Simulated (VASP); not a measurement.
A run of VASP 6.6.1:

The input INCAR:

```
PREC = Accurate
ENCUT = 600
EDIFF = 1E-6
ISMEAR = 0
SIGMA = 0.1
LREAL = F
LASPH = T
NELM = 120
ALGO = Normal
ISIF = 2
LWAVE = F
LCHARG = F
GGA = PE
NBANDS = 11
GGA_COMPAT = F
```

Contents of KPOINTS:

```
regular mesh
0
Gamma
  8 8 8
```

The input POSCAR:

```
MgO
1.0
    0.0000000000      2.0426447204      2.0426447204
    2.0426447204      0.0000000000      2.0426447204
    2.0426447204      2.0426447204      0.0000000000
Mg O
1 1
Direct
    0.0000000000      0.0000000000      0.0000000000
    0.5000000000      0.5000000000      0.5000000000
```

Potentials or basis: VASP PAW PBE potentials, release 64 (Mg, O).

Command:

```sh
$ cat potpaw_PBE.64/Mg/POTCAR potpaw_PBE.64/O/POTCAR > POTCAR
$ mpirun -np 1 vasp_std > vasp.out
```

Hardware: 1 thread of Intel(R) Xeon(R) 6975P-C (Granite Rapids), with other jobs on the host.

How long does it take, and how much memory?

Wall time 2.8 s on 1 thread of Intel(R) Xeon(R) 6975P-C (Granite Rapids), with other jobs on the host, peak memory 0.13 GiB. Counts: scf iterations 11, k points 29.
